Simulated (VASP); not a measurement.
# Si in VASP: relaxation of the atoms with PBE+D3(BJ)

Aim: the relaxation of the atoms of Si with PBE+D3(BJ).

Everything below comes from runs of VASP 6.6.1. Logs are shortened: lines on timing, memory, paths and dates and some standing lists are left out, and cuts for length are marked.

### Step 1. The cell of the first run

The cell holds a slab with vacuum, 8 atoms: a = 3.816 Å, b = 3.816 Å, c = 24.266 Å, α = 90.00°, β = 90.00°, γ = 120.00°.

### Step 2. Relaxation of the atoms, PBE+D3(BJ)

File INCAR:

```
SYSTEM = Si
PREC = Accurate
ENCUT = 520
EDIFF = 1E-6
ISMEAR = 0
SIGMA = 0.05
LREAL = .False.
LASPH = .True.
NELM = 60
ALGO = Normal
ISIF = 2
LWAVE = .False.
LCHARG = .False.
LDIPOL = .True.
IDIPOL = 3
DIPOL = 0.5 0.5 0.500
GGA = PE
IVDW = 12
IBRION = 2
NSW = 70
EDIFFG = -0.03
```

File KPOINTS:

```
regular mesh
0
Gamma
  9 9 1
  0 0 0
```

File POSCAR:

```
Si
1.0
    3.8155170172      0.0000000000      0.0000000000
   -1.9077585086      3.3043346655      0.0000000000
    0.0000000000      0.0000000000     24.2660691389
Si
8
Selective dynamics
Direct
    0.6666666667      0.3333333333      0.2884686415  F F F
    0.3333333333      0.6666666667      0.3212990717  F F F
    0.3333333333      0.6666666667      0.4185460705  F F F
    0.6666666667      0.3333333333      0.4513765006  F F F
    0.6666666667      0.3333333333      0.5486234994  T T T
    0.3333333333      0.6666666667      0.5814539295  T T T
    0.3333333333      0.6666666667      0.6787009283  T T T
    0.6666666667      0.3333333333      0.7115313585  T T T
```

Potentials or basis: VASP PAW PBE potentials, release 64 (Si).

The run is started by

```bash
$ cat potpaw_PBE.64/Si/POTCAR > POTCAR
$ mpirun -np 1 vasp_std > vasp.out
```

OUTCAR:

```text
SYSTEM = Si
   PREC = Accurate
   ENCUT = 520
   EDIFF = 1E-6
   ISMEAR = 0
   LREAL = .False.
   LASPH = .True.
   NELM = 60
   ISIF = 2
   GGA = PE
   IVDW = 12
   IBRION = 2
   NSW = 70
   EDIFFG = -0.03
 IVDW          = 12

 ion  position               nearest neighbor table
   1  0.667  0.333  0.288-   2 2.34   2 2.34   2 2.34
   2  0.333  0.667  0.321-   1 2.34   1 2.34   1 2.34   3 2.36
   3  0.333  0.667  0.419-   4 2.34   4 2.34   4 2.34   2 2.36
   4  0.667  0.333  0.451-   3 2.34   3 2.34   3 2.34   5 2.36
   5  0.667  0.333  0.549-   6 2.34   6 2.34   6 2.34   4 2.36
   6  0.333  0.667  0.581-   5 2.34   5 2.34   5 2.34   7 2.36
   7  0.333  0.667  0.679-   8 2.34   8 2.34   8 2.34   6 2.36
   8  0.667  0.333  0.712-   7 2.34   7 2.34   7 2.34

  LATTYP: Found a hexagonal cell.
 ALAT       =     3.8155170172
 C/A-ratio  =     6.3598377440

  Lattice vectors:

 A1 = (   3.8155170172,   0.0000000000,   0.0000000000)
 A2 = (  -1.9077585086,   3.3043346655,   0.0000000000)
 A3 = (   0.0000000000,   0.0000000000,  24.2660691389)

Analysis of symmetry for initial positions (statically):
=====================================================================
 Subroutine PRICEL returns:
 Original cell was already a primitive cell.

 Routine SETGRP: Setting up the symmetry group for a
 hexagonal supercell.

 Subroutine GETGRP returns: Found 12 space group operations
 (whereof 12 operations were pure point group operations)
 out of a pool of 24 trial point group operations.

The static configuration has the point symmetry D_3h.

Analysis of symmetry for dynamics (positions and initial velocities):
=====================================================================
 Subroutine PRICEL returns:
 Original cell was already a primitive cell.

 Routine SETGRP: Setting up the symmetry group for a
 hexagonal supercell.

 Subroutine GETGRP returns: Found 12 space group operations
 (whereof 12 operations were pure point group operations)
 out of a pool of 24 trial point group operations.

The dynamic configuration has the point symmetry D_3h.

Analysis of constrained symmetry for selective dynamics:
=====================================================================
 Subroutine PRICEL returns:
 Original cell was already a primitive cell.

 Routine SETGRP: Setting up the symmetry group for a
 hexagonal supercell.

 Subroutine GETGRP returns: Found  6 space group operations
 (whereof  6 operations were pure point group operations)
 out of a pool of 24 trial point group operations.

The constrained configuration has the point symmetry C_3v.

 Subroutine INISYM returns: Found  6 space group operations
 (whereof  6 operations are pure point group operations),
 and found     1 'primitive' translations

----------------------------------------------------------------------------------------

                                     Primitive cell

  volume of cell :     305.9404

  direct lattice vectors                    reciprocal lattice vectors
     3.815517017  0.000000000  0.000000000     0.262087679  0.151316392  0.000000000
    -1.907758509  3.304334665  0.000000000     0.000000000  0.302632784  0.000000000
     0.000000000  0.000000000 24.266069139     0.000000000  0.000000000  0.041209806

  length of vectors
     3.815517017  3.815517017 24.266069139     0.302632784  0.302632784  0.041209806

  position of ions in fractional coordinates (direct lattice)
     0.666666667  0.333333333  0.288468642
     0.333333333  0.666666667  0.321299072
     0.333333333  0.666666667  0.418546070
     0.666666667  0.333333333  0.451376501
     0.666666667  0.333333333  0.548623499
     0.333333333  0.666666667  0.581453930
     0.333333333  0.666666667  0.678700928
     0.666666667  0.333333333  0.711531358

  ion indices of the primitive-cell ions
   primitive index   ion index
[... 34 lines left out ...]

 Following reciprocal coordinates:
            Coordinates               Weight
  0.000000  0.000000  0.000000      1.000000
  0.111111 -0.000000  0.000000      6.000000
  0.222222  0.000000  0.000000      6.000000
  0.333333  0.000000  0.000000      6.000000
  0.444444  0.000000  0.000000      6.000000
  0.111111  0.111111  0.000000      6.000000
  0.222222  0.111111  0.000000     12.000000
  0.333333  0.111111  0.000000     12.000000
  0.444444  0.111111  0.000000      6.000000
  0.222222  0.222222  0.000000      6.000000
  0.333333  0.222222  0.000000     12.000000
  0.333333  0.333333  0.000000      2.000000
   k-points           NKPTS =     12   k-points in BZ     NKDIM =     12   number of bands    NBANDS=     21
   number of dos      NEDOS =    301   number of ions     NIONS =      8
   total plane-waves  NPLWV = 141120
   dimension x,y,z NGX =    28 NGY =   28 NGZ =  180
   dimension x,y,z NGXF=    56 NGYF=   56 NGZF=  360
   ions per type =               8
   NGX,Y,Z   is equivalent  to a cutoff of  12.20, 12.20, 12.33 a.u.
   NGXF,Y,Z  is equivalent  to a cutoff of  24.40, 24.40, 24.66 a.u.
 SYSTEM =  Si
   PREC   = accura    normal or accurate (medium, high low for compatibility)
   ISTART =      0    job   : 0-new  1-cont  2-samecut
   ICHARG =      2    charge: 1-file 2-atom 10-const
   ISPIN  =      1    spin polarized calculation?
   LNONCOLLINEAR =      F non collinear calculations
   LSORBIT =      F    spin-orbit coupling
   LASPH  =      T    aspherical Exc in radial PAW
   ENCUT  =  520.0 eV  38.22 Ry    6.18 a.u.   7.09  7.09 45.12*2*pi/ulx,y,z
   NELM   =     60;   NELMIN=  2; NELMDL= -5     # of ELM steps
   EDIFF  = 0.1E-05   stopping-criterion for ELM
   LREAL  =      F    real-space projection
   EDIFFG = -.3E-01   stopping-criterion for IOM
   NSW    =     70    number of steps for IOM
   IBRION =      2    ionic relax: 0-MD 1-quasi-New 2-CG
   NFREE  =      1    steps in history (QN), initial steepest desc. (CG)
   ISIF   =      2    stress and relaxation
   ISYM   =      2    0-nonsym 1-usesym 2-fastsym
   POTIM  = 0.5000    time-step for ionic-motion
   TEBEG  =    0.0;   TEEND  =   0.0 temperature during run
   PSTRESS=    0.0 pullay stress
   NELECT =      32.0000    total number of electrons
   NUPDOWN=      -1.0000    fix difference up-down
   EMIN   =  10.00;   EMAX   =-10.00  energy-range for DOS
   EFERMI =   0.00;   METHOD = LEGACY
   ISMEAR =     0;   SIGMA  =   0.05  broadening in eV -4-tet -1-fermi 0-gaus
   EFERMI_NEDOS =   21; number of points for ismear=-14 and -15
   IALGO  =     38    algorithm
   IMIX   =      4    mixing-type and parameters
     AMIX     =   0.40;   BMIX     =  1.00
     AMIX_MAG =   1.60;   BMIX_MAG =  1.00
  volume/ion in A,a.u.               =      38.24       258.07
  Fermi-wavevector in a.u.,A,eV,Ry     =   0.771340  1.457621  8.094996  0.594965
  Thomas-Fermi vector in A             =   1.872737
   LORBIT       =      0    0 simple, 1 ext, 2 COOP (PROOUT), +10 PAW based schemes
   GGA     = PE    functional components
   LHFCALC =     F    Hartree Fock is set to
   AEXX    =    0.0000 exact exchange contribution
   IVDW    =    12    specifies the selected vdW correction
   LEPSILON=     F    determine dielectric tensor
   LRPA    =     F    only Hartree local field effects (RPA)
 conjugate gradient relaxation of ions
 non-spin polarized calculation
 Gauss-broadening in eV      SIGMA  =   0.05
  energy-cutoff  :      520.00
  volume of cell :      305.94
 maximum number of plane-waves:      8266
   NGX = 15   NGY = 15   NGZ = 91

--------------------------------------- Ionic step        1  -------------------------------------------

 number of electron      31.9999997 magnetization

 Free energy of the ion-electron system (eV)
  ---------------------------------------------------
  ext. energy  EPLUGINS =         0.00000000
  ---------------------------------------------------
  free energy    TOTEN  =       -40.65383344 eV

  energy without entropy =      -40.64943966  energy(sigma->0) =      -40.65163655

------------------------ aborting loop because EDIFF is reached ----------------------------------------

 vacuum level on the upper side and lower side of the slab       (xc-potential included)        -0.169        -0.107

 Edisp (eV)   -2.27257

 E8    (eV) :    -0.9646

  FORCE on cell =-STRESS in cart. coord.  units (eV):
  Direction    XX          YY          ZZ          XY          YZ          ZX
  --------------------------------------------------------------------------------------
  -------------------------------------------------------------------------------------
  Total      -0.09672    -0.09672    -0.29908     0.00000     0.00000    -0.00000
  in kB      -0.50650    -0.50650    -1.56627     0.00000     0.00000    -0.00000
  external pressure =       -0.86 kB  Pullay stress =        0.00 kB
[... 23 lines left out ...]
  FREE ENERGIE OF THE ION-ELECTRON SYSTEM (eV)
  ---------------------------------------------------
  free  energy   TOTEN  =       -42.9264062752 eV

  energy  without entropy=      -42.9220124971  energy(sigma->0) =      -42.92420939

 dipolmoment           0.000000      0.000000      0.000002 electrons x Angstroem

--------------------------------------- Ionic step        2  -------------------------------------------

 number of electron      31.9999998 magnetization

------------------------ aborting loop because EDIFF is reached ----------------------------------------
[... 271 lines left out ...]
--------------------------------------- Ionic step        8  -------------------------------------------

 number of electron      31.9999998 magnetization

 dipolmoment           0.000000      0.000000     -0.008959 electrons x Angstroem

 Free energy of the ion-electron system (eV)
  ---------------------------------------------------
  ext. energy  EPLUGINS =         0.00000000
  ---------------------------------------------------
  free energy    TOTEN  =       -40.68467765 eV

  energy without entropy =      -40.68002652  energy(sigma->0) =      -40.68235208

 E-fermi :   0.7535     XC(G=0):  -5.5060

 val. band max:        0.6965859787   @ k =   0.1111  -0.0000   0.0000
 cond. band min:       0.7901374636   @ k =   0.3333   0.2222   0.0000
 fundamental gap:      0.0935514849
 Fermi energy:         0.7535236147

 k-point     1 :       0.0000    0.0000    0.0000
  band No.  band energies     occupation
      1     -11.1127      2.00000
      2     -10.5934      2.00000
      3      -9.8597      2.00000
      4      -9.1900      2.00000
      5      -5.5288      2.00000
      6      -3.9175      2.00000
[... 277 lines left out ...]
     20       3.8280      0.00000
     21       4.3315      0.00000

------------------------ aborting loop because EDIFF is reached ----------------------------------------

 vacuum level on the upper side and lower side of the slab       (xc-potential included)        -0.070         0.055

 Edisp (eV)   -2.27495

 E8    (eV) :    -0.9656

  FORCE on cell =-STRESS in cart. coord.  units (eV):
  Direction    XX          YY          ZZ          XY          YZ          ZX
  --------------------------------------------------------------------------------------
  -------------------------------------------------------------------------------------
  Total       0.52154     0.52154    -0.45410     0.00000     0.00000     0.00000
  in kB       2.73124     2.73124    -2.37810     0.00000     0.00000     0.00000
  external pressure =        1.03 kB  Pullay stress =        0.00 kB
[... 23 lines left out ...]
  FREE ENERGIE OF THE ION-ELECTRON SYSTEM (eV)
  ---------------------------------------------------
  free  energy   TOTEN  =       -42.9596317062 eV

  energy  without entropy=      -42.9549805802  energy(sigma->0) =      -42.95730614

 reached required accuracy - stopping structural energy minimisation

 vacuum level on the upper side and lower side of the slab         5.445         5.573
```

Wall time 8 min (1 thread of Intel Xeon 8259CL, shared host); peak memory 0.38 GiB.

Results:

```yaml
Free_energy: -42.9596 eV
Energy_gained_by_relaxing: 4.2 meV/atom
Ionic_steps: 8
Band_gap_on_the_k_mesh: zero (bands 16 and 17 overlap by 0.30 eV)
Dispersion_energy_per_atom: -0.284 eV
```

Step by step:
```tsv
step	energy change (eV)	largest force on free atoms (eV/Å)	pressure (GPa)
1	0.0000	0.7001	-0.09
2	-0.0262	0.2717	-0.02
3	-0.0291	0.1830	0.02
4	-0.0316	0.1026	0.04
5	-0.0323	0.0893	0.06
6	-0.0329	0.0371	0.08
7	-0.0330	0.0327	0.10
8	-0.0332	0.0269	0.10
```

Final structure:
```
Si
1.0
     3.81552    0.00000    0.00000
    -1.90776    3.30433    0.00000
     0.00000    0.00000   24.26607
Si
8
Direct
  0.66667 0.33333 0.28847
  0.33333 0.66667 0.32130
  0.33333 0.66667 0.41855
  0.66667 0.33333 0.45138
  0.66667 0.33333 0.54885
  0.33333 0.66667 0.58134
  0.33333 0.66667 0.68048
  0.66667 0.33333 0.70867
```

Levels at points of the mesh, in eV from the Fermi level:
```csv
k point,band 12,band 13,band 14,band 15,band 16,band 17,band 18,band 19,band 20,band 21
"(0.00, 0.00, 0.00)",-0.31,-0.31,-0.28,0.12,0.12,0.71,1.50,2.01,2.50,2.50
```

The gap in the log of VASP goes by the Fermi energy; the results here count the filled bands.